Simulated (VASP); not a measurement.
# RhPbCl3 (Pm-3m) in VASP: a series of runs, part 2 of 2

VASP 6.6.1.

### 3 Single point, PBE, collinear spin, ferromagnetic start

This run uses another cell than the first one, of 34.54 Å³/atom.

INCAR reads:

```
SYSTEM = RhPbCl3
PREC = Accurate ; ENCUT = 520
EDIFF = 1E-6 ; ISMEAR = 0
SIGMA = 0.1 ; LREAL = .False.
LASPH = .True. ; NELM = 150
ALGO = Normal ; ISIF = 2
LWAVE = .False. ; LCHARG = .True.
ISPIN = 2 ; MAGMOM = 1.6 0 0 0 0
LORBIT = 11 ; LMAXMIX = 4
GGA = PE ; LELF = .True.
LVHAR = .True. ; NBANDS = 37
```

KPOINTS reads:

```
regular mesh
0
Gamma
  4 4 4
  0 0 0
```

POSCAR reads:

```
RhPbCl3
1.0
    5.5686252166      0.0000000000      0.0000000000
    0.0000000000      5.5686252166      0.0000000000
    0.0000000000      0.0000000000      5.5686252166
Rh Pb Cl
1 1 3
Direct
    0.0000000000      0.0000000000      0.0000000000
    0.5000000000      0.5000000000      0.5000000000
    0.0000000000      0.5000000000      0.5000000000
    0.5000000000      0.0000000000      0.5000000000
    0.5000000000      0.5000000000      0.0000000000
```

Potentials or basis: VASP PAW PBE potentials, release 64 (Rh_pv, Pb_d, Cl).

Started as:

```sh
$ cat potpaw_PBE.64/Rh_pv/POTCAR potpaw_PBE.64/Pb_d/POTCAR potpaw_PBE.64/Cl/POTCAR > POTCAR
$ mpirun -np 1 vasp_std > vasp.out
```

OUTCAR:

```text
SYSTEM = RhPbCl3
   PREC = Accurate
   ENCUT = 520
   EDIFF = 1E-6
   ISMEAR = 0
   LREAL = .False.
   LASPH = .True.
   NELM = 150
   ISIF = 2
   ISPIN = 2
   LORBIT = 11
   GGA = PE

 ion  position               nearest neighbor table
   1  0.000  0.000  0.000-
   2  0.500  0.500  0.500-   3 2.78   4 2.78   5 2.78   5 2.78   4 2.78   3 2.78
   3  0.000  0.500  0.500-   2 2.78   2 2.78
   4  0.500  0.000  0.500-   2 2.78   2 2.78
   5  0.500  0.500  0.000-   2 2.78   2 2.78

  LATTYP: Found a simple cubic cell.
 ALAT       =     5.5686252166

  Lattice vectors:

 A1 = (   5.5686252166,   0.0000000000,   0.0000000000)
 A2 = (   0.0000000000,   5.5686252166,   0.0000000000)
 A3 = (   0.0000000000,   0.0000000000,   5.5686252166)

Analysis of symmetry for initial positions (statically):
=====================================================================
 Subroutine PRICEL returns:
 Original cell was already a primitive cell.

 Routine SETGRP: Setting up the symmetry group for a
 simple cubic supercell.

 Subroutine GETGRP returns: Found 48 space group operations
 (whereof 48 operations were pure point group operations)
 out of a pool of 48 trial point group operations.

The static configuration has the point symmetry O_h .

Analysis of symmetry for dynamics (positions and initial velocities):
=====================================================================
 Subroutine PRICEL returns:
 Original cell was already a primitive cell.

 Routine SETGRP: Setting up the symmetry group for a
 simple cubic supercell.

 Subroutine GETGRP returns: Found 48 space group operations
 (whereof 48 operations were pure point group operations)
 out of a pool of 48 trial point group operations.

The dynamic configuration has the point symmetry O_h .

Analysis of structural, dynamic, and magnetic symmetry:
=====================================================================
 Subroutine PRICEL returns:
 Original cell was already a primitive cell.
[... 152 lines left out ...]
 fundamental gap:      0.0119628734
 Fermi energy:         1.0741156115

 spin component 1

 k-point     1 :       0.0000    0.0000    0.0000
  band No.  band energies     occupation
      1     -44.7158      1.00000
      2     -44.7158      1.00000
      3     -44.7158      1.00000
      4     -15.2934      1.00000
      5     -15.2934      1.00000
      6     -15.0326      1.00000
[... 389 lines left out ...]
     36       9.9354      0.00000
     37      11.0190      0.00000
 Fermi energy:         1.0741156115

 spin component 2

 k-point     1 :       0.0000    0.0000    0.0000
  band No.  band energies     occupation
      1     -43.4600      1.00000
      2     -43.4600      1.00000
      3     -43.4599      1.00000
      4     -15.2917      1.00000
      5     -15.2917      1.00000
      6     -15.0319      1.00000
[... 389 lines left out ...]
     36      10.0431      0.00000
     37      11.0131      0.00000

------------------------ aborting loop because EDIFF is reached ----------------------------------------

  FORCE on cell =-STRESS in cart. coord.  units (eV):
  Direction    XX          YY          ZZ          XY          YZ          ZX
  --------------------------------------------------------------------------------------
  -------------------------------------------------------------------------------------
  Total        0.0954968      0.0954968      0.0954968     -0.0000000     -0.0000000      0.0000000
  in kB        0.8860443      0.8860443      0.8860443     -0.0000000     -0.0000000      0.0000000
  external PRESSURE =       0.8860443 kB  Pullay stress =       0.0000000 kB

 VOLUME and BASIS-vectors are now :
 -----------------------------------------------------------------------------
  energy-cutoff  :      520.00
  volume of cell :      172.68
      direct lattice vectors                 reciprocal lattice vectors
     5.568625217  0.000000000  0.000000000     0.179577537  0.000000000  0.000000000
     0.000000000  5.568625217  0.000000000     0.000000000  0.179577537  0.000000000
     0.000000000  0.000000000  5.568625217     0.000000000  0.000000000  0.179577537

 POSITION                                       TOTAL-FORCE (eV/Angst)
 -----------------------------------------------------------------------------------
      0.00000      0.00000      0.00000         0.000000      0.000000      0.000000
      2.78431      2.78431      2.78431         0.000000      0.000000      0.000000
      0.00000      2.78431      2.78431         0.000000      0.000000      0.000000
      2.78431      0.00000      2.78431         0.000000      0.000000      0.000000
      2.78431      2.78431      0.00000         0.000000      0.000000      0.000000
 -----------------------------------------------------------------------------------
    total drift:                                0.000000     -0.000000     -0.000000

  FREE ENERGIE OF THE ION-ELECTRON SYSTEM (eV)
  ---------------------------------------------------
  free  energy   TOTEN  =       -15.6130766644 eV

  energy  without entropy=      -15.5341893975  energy(sigma->0) =      -15.57363303

 total charge

# of ion       s       p       d       tot
------------------------------------------
    1        0.031   5.989   7.326  13.346
    2        1.488   0.447   9.866  11.801
    3        1.604   3.502   0.000   5.106
    4        1.604   3.502   0.000   5.106
    5        1.604   3.502   0.000   5.106
--------------------------------------------------
tot          6.331  16.942  17.192  40.465

 magnetization (x)

# of ion       s       p       d       tot
------------------------------------------
    1        0.005   0.003   1.666   1.674
    2        0.002  -0.000   0.000   0.002
    3        0.000   0.010   0.000   0.010
    4        0.000   0.010   0.000   0.010
    5        0.000   0.010   0.000   0.010
--------------------------------------------------
tot          0.008   0.033   1.666   1.707
```

OSZICAR:

```text
N       E                     dE             d eps       ncg     rms          rms(c)
DAV:   1     0.469072649436E+03    0.46907E+03   -0.23527E+04  1744   0.124E+03
DAV:   2     0.370028846165E+02   -0.43207E+03   -0.40123E+03  1612   0.330E+02
DAV:   3    -0.141540599445E+02   -0.51157E+02   -0.48369E+02  1855   0.120E+02
DAV:   4    -0.166054505880E+02   -0.24514E+01   -0.24230E+01  1727   0.280E+01
DAV:   5    -0.167013332913E+02   -0.95883E-01   -0.95834E-01  2002   0.576E+00    0.624E+00
DAV:   6    -0.155446752452E+02    0.11567E+01   -0.17655E+00  1942   0.109E+01    0.425E+00
DAV:   7    -0.155685839533E+02   -0.23909E-01   -0.70053E-01  1951   0.431E+00    0.356E+00
DAV:   8    -0.156173817255E+02   -0.48798E-01   -0.13246E-01  1736   0.188E+00    0.219E+00
DAV:   9    -0.156129683589E+02    0.44134E-02   -0.36567E-02  1634   0.122E+00    0.111E+00
DAV:  10    -0.156152309374E+02   -0.22626E-02   -0.36601E-02  1671   0.741E-01    0.673E-01
DAV:  11    -0.156125216392E+02    0.27093E-02   -0.77142E-03  1643   0.443E-01    0.195E-01
DAV:  12    -0.156129929449E+02   -0.47131E-03   -0.67439E-04  1660   0.181E-01    0.155E-01
DAV:  13    -0.156131822692E+02   -0.18932E-03   -0.59060E-04  1772   0.133E-01    0.125E-01
DAV:  14    -0.156130829364E+02    0.99333E-04   -0.85136E-05  1682   0.675E-02    0.328E-02
DAV:  15    -0.156130760657E+02    0.68706E-05   -0.12044E-05  1531   0.210E-02    0.101E-02
DAV:  16    -0.156130766644E+02   -0.59867E-06   -0.16539E-06  1320   0.778E-03
   1 F= -.15613077E+02 E0= -.15573633E+02  d E =-.788873E-01  mag=     1.8489
```

Run time: 2.3 min. Hardware: 1 thread of AMD EPYC 7R13 (Zen 3), shared host; peak memory 0.33 GiB.

Results:

| Item | Value |
| --- | --- |
| Free energy | -15.6131 eV |
| Pressure | 0.1 GPa |
| Net moment | 1.85 μB per cell |
| Site moments | Rh +1.67; Pb +0.00; Cl +0.01 μB |
| Valence electrons inside the program's atomic spheres | Rh 13.35; Pb 11.80; Cl 5.11 |

Caveat: spin-orbit coupling is left out, which moves the levels of the heavy elements.

### 4 Relaxation of cell and atoms, PBE, collinear spin, ferromagnetic start

INCAR reads:

```
PREC = Accurate ; ENCUT = 600
EDIFF = 1E-7 ; ISMEAR = 0
SIGMA = 0.1 ; LREAL = F
LASPH = T ; NELM = 150
ALGO = Normal ; ISIF = 3
LWAVE = F ; LCHARG = F
ISPIN = 2 ; MAGMOM = 1.6 0 0 0 0
LORBIT = 11 ; LMAXMIX = 4
GGA = PE ; IBRION = 2
NSW = 90 ; EDIFFG = -0.04
```

KPOINTS reads:

```
Automatic mesh
0
Gamma
  4 4 4
```

Edit POSCAR of step 3 so:

```diff
@@ -2,5 +2,5 @@
 1.0
-    5.5686252166      0.0000000000      0.0000000000
-    0.0000000000      5.5686252166      0.0000000000
-    0.0000000000      0.0000000000      5.5686252166
+    4.8636869081      0.0000000000      0.0000000000
+    0.0000000000      4.8636869081      0.0000000000
+    0.0000000000      0.0000000000      4.8636869081
 Rh Pb Cl
```

Potentials or basis: VASP PAW PBE potentials, release 64 (Rh_pv, Pb_d, Cl).

Started as:

```sh
$ cat potpaw_PBE.64/Rh_pv/POTCAR potpaw_PBE.64/Pb_d/POTCAR potpaw_PBE.64/Cl/POTCAR > POTCAR
$ mpirun -np 1 vasp_std > vasp.out
```

OUTCAR:

```text
PREC = Accurate
   ENCUT = 600
   EDIFF = 1E-7
   ISMEAR = 0
   LREAL = F
   LASPH = T
   NELM = 150
   ISIF = 3
   ISPIN = 2
   LORBIT = 11
   GGA = PE
   IBRION = 2
   NSW = 90
   EDIFFG = -0.04

 ion  position               nearest neighbor table
   1  0.000  0.000  0.000-
   2  0.500  0.500  0.500-   3 2.43   4 2.43   5 2.43   5 2.43   4 2.43   3 2.43
   3  0.000  0.500  0.500-   2 2.43   2 2.43
   4  0.500  0.000  0.500-   2 2.43   2 2.43
   5  0.500  0.500  0.000-   2 2.43   2 2.43

  LATTYP: Found a simple cubic cell.
 ALAT       =     4.8636869081

  Lattice vectors:

 A1 = (   4.8636869081,   0.0000000000,   0.0000000000)
 A2 = (   0.0000000000,   4.8636869081,   0.0000000000)
 A3 = (   0.0000000000,   0.0000000000,   4.8636869081)

Analysis of symmetry for initial positions (statically):
=====================================================================
 Subroutine PRICEL returns:
 Original cell was already a primitive cell.

 Routine SETGRP: Setting up the symmetry group for a
[... 1615 lines left out ...]
  -------------------------------------------------------------------------------------
  Total       -0.0588272     -0.0588272     -0.0588272      0.0000000      0.0000000     -0.0000000
  in kB       -0.5427426     -0.5427426     -0.5427426      0.0000000      0.0000000     -0.0000000
  external PRESSURE =      -0.5427426 kB  Pullay stress =       0.0000000 kB

 VOLUME and BASIS-vectors are now :
 -----------------------------------------------------------------------------
  energy-cutoff  :      600.00
  volume of cell :      173.66
      direct lattice vectors                 reciprocal lattice vectors
     5.579110301 -0.000000000 -0.000000000     0.179240048 -0.000000000 -0.000000000
     0.000000000  5.579110301 -0.000000000     0.000000000  0.179240048 -0.000000000
     0.000000000  0.000000000  5.579110301     0.000000000  0.000000000  0.179240048

 POSITION                                       TOTAL-FORCE (eV/Angst)
 -----------------------------------------------------------------------------------
      0.00000      0.00000      0.00000        -0.000000     -0.000000      0.000000
      2.78956      2.78956      2.78956         0.000000     -0.000000      0.000000
      0.00000      2.78956      2.78956         0.000000      0.000000      0.000000
      2.78956      0.00000      2.78956         0.000000      0.000000      0.000000
      2.78956      2.78956     -0.00000        -0.000000     -0.000000      0.000000
 -----------------------------------------------------------------------------------
    total drift:                                0.000000      0.000000     -0.000000

  FREE ENERGIE OF THE ION-ELECTRON SYSTEM (eV)
  ---------------------------------------------------
  free  energy   TOTEN  =       -15.5907692021 eV

  energy  without entropy=      -15.5117179129  energy(sigma->0) =      -15.55124356

 reached required accuracy - stopping structural energy minimisation

 total charge

# of ion       s       p       d       tot
------------------------------------------
    1        0.031   5.989   7.324  13.344
    2        1.489   0.443   9.865  11.797
    3        1.604   3.501   0.000   5.105
    4        1.604   3.501   0.000   5.105
    5        1.604   3.501   0.000   5.105
--------------------------------------------------
tot          6.331  16.936  17.189  40.456

 magnetization (x)

# of ion       s       p       d       tot
------------------------------------------
    1       -0.005  -0.003  -1.670  -1.677
    2       -0.002   0.000  -0.000  -0.002
    3       -0.000  -0.010   0.000  -0.010
    4       -0.000  -0.010   0.000  -0.010
    5       -0.000  -0.010   0.000  -0.010
--------------------------------------------------
tot         -0.008  -0.033  -1.670  -1.710
```

Run time: 3.8 min. Hardware: 1 thread of AMD EPYC 7R13 (Zen 3), shared host; peak memory 0.29 GiB.

What came out:

| Quantity | Value |
| --- | --- |
| Free energy | -15.5908 eV |
| Relaxed volume | 34.73 Å³/atom |
| Relaxed cell | a = 5.579 Å, b = 5.579 Å, c = 5.579 Å, α = 90.00°, β = 90.00°, γ = 90.00° |
| Space group after relaxing (to 0.1 Å) | Pm-3m (No. 221) |
| Energy gained by relaxing | 541.0 meV/atom |
| Ionic steps | 2 |
| Pressure after relaxing | -0.1 GPa |
| Net moment | -1.85 μB per cell |
| Site moments | Rh -1.68; Pb -0.00; Cl -0.01 μB |
| Valence electrons inside the program's atomic spheres | Rh 13.34; Pb 11.80; Cl 5.11 |

Step by step:
```
step  energy change (eV)  largest force (eV/Å)  pressure (GPa)  volume (Å³)
   1              0.0000                0.0000           21.23       115.05
   2             -2.7051                0.0000           -0.05       173.66
```

Final structure:
```xyz
5
Lattice="5.5791 0.0000 0.0000 0.0000 5.5791 0.0000 0.0000 0.0000 5.5791" Properties=species:S:1:pos:R:3 pbc="T T T"
Rh    0.0000    0.0000    0.0000
Pb    2.7896    2.7896    2.7896
Cl    0.0000    2.7896    2.7896
Cl    2.7896    0.0000    2.7896
Cl    2.7896    2.7896    0.0000
```

Caveat: the volume moved by over 15 % at a fixed basis, so the end points are rough; spin-orbit coupling is left out, which moves the levels of the heavy elements.

### 5 Overview

```tsv
task	cell	cutoff (eV)	gap on the mesh (eV)	pressure (GPa)	moment (μB)
single point	a = 4.864 Å, 5 atoms	520	none	21.2	1.59
single point	a = 5.569 Å, 5 atoms	520	none	0.1	1.85
relaxation of cell and atoms	relaxed from a = 4.864 Å, 5 atoms	600	none	-0.1	1.85
```

Alike in all rows: level PBE; potentials or basis VASP PAW PBE potentials, release 64 (Rh_pv, Pb_d, Cl); spin collinear, ferromagnetic start; k mesh 4 × 4 × 4; smearing gaussian 0.1 eV.

Caveats: spin-orbit coupling is left out, which moves the levels of the heavy elements; the cell stands under pressure (at least some runs); the volume moved by over 15 % at a fixed basis, so the end points are rough (at least some runs).

Total energies depend on the potentials used, so only differences within one code and one set of settings carry meaning.
